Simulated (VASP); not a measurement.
# Os (Fd-3m) in VASP: single point with PBE

Aim: the single point of Os with PBE.

All numbers are computed with VASP 6.6.1; they aren't measurements. Logs are shortened: lines on timing, memory, paths and dates and some standing lists are left out, and cuts for length are marked.

## 1. The cell of the first run

Symmetry: Fd-3m, No. 227, cubic system. Conventional cell: a = 5.556 Å, b = 5.556 Å, c = 5.556 Å, α = 90.00°, β = 90.00°, γ = 90.00°. Within 3.2 Å of Os (site symmetry -43m) lie 4 Os at 2.41 Å.

This isn't the form of Os at room conditions, which is hcp.

## 2. Single point, PBE (21.44 Å³/atom)

File INCAR:

```
PREC = Accurate
ENCUT = 560
EDIFF = 1E-6
ISMEAR = -1
SIGMA = 0.08
LREAL = False
LASPH = True
NELM = 120
ALGO = Normal
ISIF = 2
LWAVE = False
LCHARG = False
GGA = PE
NBANDS = 23
GGA_COMPAT = False
```

File KPOINTS:

```
Automatic mesh
0
Gamma
  13 13 13
```

File POSCAR:

```
Os
1.0
    0.0000000000      2.7780849445      2.7780849445
    2.7780849445      0.0000000000      2.7780849445
    2.7780849445      2.7780849445      0.0000000000
Os
2
Direct
   -0.1250000000     -0.1250000000     -0.1250000000
    0.1250000000      0.1250000000      0.1250000000
```

Potentials or basis: VASP PAW PBE potentials, release 64 (Os_sv_GW).

Command:

```console
cat potpaw_PBE.64/Os_sv_GW/POTCAR > POTCAR
mpirun -np 1 vasp_std > vasp.out
```

OUTCAR:

```text
PREC = Accurate
   ENCUT = 560
   EDIFF = 1E-6
   ISMEAR = -1
   LREAL = False
   LASPH = True
   NELM = 120
   ISIF = 2
   GGA = PE

 ion  position               nearest neighbor table
   1  0.875  0.875  0.875-   2 2.41   2 2.41   2 2.41   2 2.41
   2  0.125  0.125  0.125-   1 2.41   1 2.41   1 2.41   1 2.41

  LATTYP: Found a face centered cubic cell.
 ALAT       =     5.5561698890

  Lattice vectors:

 A1 = (   0.0000000000,   2.7780849445,   2.7780849445)
 A2 = (   2.7780849445,   0.0000000000,   2.7780849445)
 A3 = (   2.7780849445,   2.7780849445,   0.0000000000)

Analysis of symmetry for initial positions (statically):
=====================================================================
 Subroutine PRICEL returns:
 Original cell was already a primitive cell.

 Routine SETGRP: Setting up the symmetry group for a
 face centered cubic supercell.

 Subroutine GETGRP returns: Found 48 space group operations
 (whereof 12 operations were pure point group operations)
 out of a pool of 48 trial point group operations.

The static configuration has the point symmetry D_3d.
 The point group associated with its full space group is O_h .

Analysis of symmetry for dynamics (positions and initial velocities):
=====================================================================
 Subroutine PRICEL returns:
 Original cell was already a primitive cell.

 Routine SETGRP: Setting up the symmetry group for a
 face centered cubic supercell.

 Subroutine GETGRP returns: Found 48 space group operations
 (whereof 12 operations were pure point group operations)
 out of a pool of 48 trial point group operations.

The dynamic configuration has the point symmetry D_3d.
 The point group associated with its full space group is O_h .

 Subroutine INISYM returns: Found 48 space group operations
 (whereof 12 operations are pure point group operations),
 and found     1 'primitive' translations

----------------------------------------------------------------------------------------

                                     Primitive cell

  volume of cell :      42.8812

  direct lattice vectors                    reciprocal lattice vectors
     0.000000000  2.778084945  2.778084945    -0.179980098  0.179980098  0.179980098
     2.778084945  0.000000000  2.778084945     0.179980098 -0.179980098  0.179980098
[... 78 lines left out ...]
   ICHARG =      2    charge: 1-file 2-atom 10-const
   ISPIN  =      1    spin polarized calculation?
   LNONCOLLINEAR =      F non collinear calculations
   LSORBIT =      F    spin-orbit coupling
   LASPH  =      T    aspherical Exc in radial PAW
   ENCUT  =  560.0 eV  41.16 Ry    6.42 a.u.   7.58  7.58  7.58*2*pi/ulx,y,z
   NELM   =    120;   NELMIN=  2; NELMDL= -5     # of ELM steps
   EDIFF  = 0.1E-05   stopping-criterion for ELM
   LREAL  =      F    real-space projection
   EDIFFG = 0.1E-04   stopping-criterion for IOM
   NSW    =      0    number of steps for IOM
   IBRION =     -1    ionic relax: 0-MD 1-quasi-New 2-CG
   NFREE  =      0    steps in history (QN), initial steepest desc. (CG)
   ISIF   =      2    stress and relaxation
   ISYM   =      2    0-nonsym 1-usesym 2-fastsym
   POTIM  = 0.5000    time-step for ionic-motion
   TEBEG  =    0.0;   TEEND  =   0.0 temperature during run
   PSTRESS=    0.0 pullay stress
   NELECT =      32.0000    total number of electrons
   NUPDOWN=      -1.0000    fix difference up-down
   EMIN   =  10.00;   EMAX   =-10.00  energy-range for DOS
   EFERMI =   0.00;   METHOD = LEGACY
   ISMEAR =    -1;   SIGMA  =   0.08  broadening in eV -4-tet -1-fermi 0-gaus
   EFERMI_NEDOS =   21; number of points for ismear=-14 and -15
   IALGO  =     38    algorithm
   IMIX   =      4    mixing-type and parameters
     AMIX     =   0.40;   BMIX     =  1.00
     AMIX_MAG =   1.60;   BMIX_MAG =  1.00
  volume/ion in A,a.u.               =      21.44       144.69
  Fermi-wavevector in a.u.,A,eV,Ry     =   1.484919  2.806089 30.000617  2.204983
  Thomas-Fermi vector in A             =   2.598395
   LORBIT       =      0    0 simple, 1 ext, 2 COOP (PROOUT), +10 PAW based schemes
   GGA     = PE    functional components
   LHFCALC =     F    Hartree Fock is set to
   AEXX    =    0.0000 exact exchange contribution
   IVDW    =     0    specifies the selected vdW correction
   LEPSILON=     F    determine dielectric tensor
   LRPA    =     F    only Hartree local field effects (RPA)
 non-spin polarized calculation
  energy-cutoff  :      560.00
  volume of cell :       42.88
 maximum number of plane-waves:      1308
   NGX = 15   NGY = 15   NGZ = 15

 number of electron      32.0000000 magnetization

 Free energy of the ion-electron system (eV)
  ---------------------------------------------------
  ext. energy  EPLUGINS =         0.00000000
  ---------------------------------------------------
  free energy    TOTEN  =       -22.16001111 eV

  energy without entropy =      -22.12486766  energy(sigma->0) =      -22.14243938

 E-fermi :   7.2084     XC(G=0): -11.5861

 val. band max:        7.1876662727   @ k =   0.3077   0.1538   0.0769
 cond. band min:       7.2461276435   @ k =   0.4615   0.0769   0.0000
 fundamental gap:      0.0584613708
 Fermi energy:         7.2084471024

 k-point     1 :       0.0000    0.0000    0.0000
  band No.  band energies     occupation
      1     -79.0999      2.00000
      2     -78.8128      2.00000
      3     -38.7927      2.00000
      4     -38.7927      2.00000
      5     -38.7927      2.00000
      6     -37.9404      2.00000
[... 613 lines left out ...]
     22      15.4935      0.00000
     23      17.5148      0.00000

 [... further k-points ...]

------------------------ aborting loop because EDIFF is reached ----------------------------------------

  FORCE on cell =-STRESS in cart. coord.  units (eV):
  Direction    XX          YY          ZZ          XY          YZ          ZX
  --------------------------------------------------------------------------------------
  -------------------------------------------------------------------------------------
  Total       -0.2043019     -0.2043019     -0.2043019      0.0000000     -0.0000000     -0.0000000
  in kB       -7.6333704     -7.6333704     -7.6333704      0.0000000     -0.0000000     -0.0000000
  external PRESSURE =      -7.6333704 kB  Pullay stress =       0.0000000 kB

 VOLUME and BASIS-vectors are now :
 -----------------------------------------------------------------------------
  energy-cutoff  :      560.00
  volume of cell :       42.88
      direct lattice vectors                 reciprocal lattice vectors
     0.000000000  2.778084945  2.778084945    -0.179980098  0.179980098  0.179980098
     2.778084945  0.000000000  2.778084945     0.179980098 -0.179980098  0.179980098
     2.778084945  2.778084945  0.000000000     0.179980098  0.179980098 -0.179980098

 POSITION                                       TOTAL-FORCE (eV/Angst)
 -----------------------------------------------------------------------------------
      4.86165      4.86165      4.86165        -0.000000     -0.000000      0.000000
      0.69452      0.69452      0.69452         0.000000      0.000000     -0.000000
 -----------------------------------------------------------------------------------
    total drift:                               -0.000000      0.000000      0.000000

  FREE ENERGIE OF THE ION-ELECTRON SYSTEM (eV)
  ---------------------------------------------------
  free  energy   TOTEN  =       -22.1600111068 eV

  energy  without entropy=      -22.1248676578  energy(sigma->0) =      -22.14243938
```

OSZICAR:

```text
N       E                     dE             d eps       ncg     rms          rms(c)
DAV:   1     0.334039260384E+03    0.33404E+03   -0.22798E+04  4240   0.149E+03
DAV:   2    -0.110588317813E+02   -0.34510E+03   -0.32889E+03  4982   0.450E+02
DAV:   3    -0.239026417788E+02   -0.12844E+02   -0.12666E+02  4501   0.834E+01
DAV:   4    -0.239830503713E+02   -0.80409E-01   -0.80358E-01  4404   0.724E+00
DAV:   5    -0.239836686095E+02   -0.61824E-03   -0.61821E-03  4522   0.546E-01    0.128E+02
DAV:   6    -0.222553014377E+02    0.17284E+01   -0.35713E+00  3976   0.128E+01    0.678E+01
DAV:   7    -0.221908377595E+02    0.64464E-01   -0.80873E-01  4480   0.619E+00    0.121E+01
DAV:   8    -0.221601033675E+02    0.30734E-01   -0.12565E-01  3976   0.278E+00    0.423E-01
DAV:   9    -0.221600840447E+02    0.19323E-04   -0.12378E-03  4319   0.288E-01    0.471E-01
DAV:  10    -0.221600048399E+02    0.79205E-04   -0.12261E-04  4312   0.124E-01    0.313E-01
DAV:  11    -0.221600111115E+02   -0.62716E-05   -0.36077E-06  3669   0.193E-02    0.346E-02
DAV:  12    -0.221600111068E+02    0.46684E-08   -0.16506E-07  2289   0.362E-03
   1 F= -.22160011E+02 E0= -.22142439E+02  d E =-.351434E-01
```

stdout:

```text
POSCAR found type information on POSCAR Os
 POSCAR found :  1 types and       2 ions
 scaLAPACK will be used
 LDA part: xc-table for (Slater+PW92), standard interpolation
 POSCAR, INCAR and KPOINTS ok, starting setup
 FFT: planning ... GRIDC
 FFT: planning ... GRID_SOFT
 FFT: planning ... GRID
 WAVECAR not read
 entering main loop
```

It took 1.7 min on 1 thread of AMD EPYC 7R43 (Zen 3), shared host; peak memory 0.18 GiB.

What came out:

```
Free energy            : -22.1600 eV
Pressure               : -0.8 GPa
Band gap on the k mesh : zero (bands 16 and 17 overlap by 1.18 eV)
```

Levels at points of the mesh, in eV from the Fermi level:
```csv
k point,band 14,band 15,band 16,band 17,band 18,band 19
"(0.00, 0.00, 0.00)",-3.53,-0.53,-0.53,-0.53,2.54,2.54
```

Caveat: spin-orbit coupling is left out, which moves the levels of the heavy elements.

The gap in the log of VASP goes by the Fermi energy; the results here count the filled bands.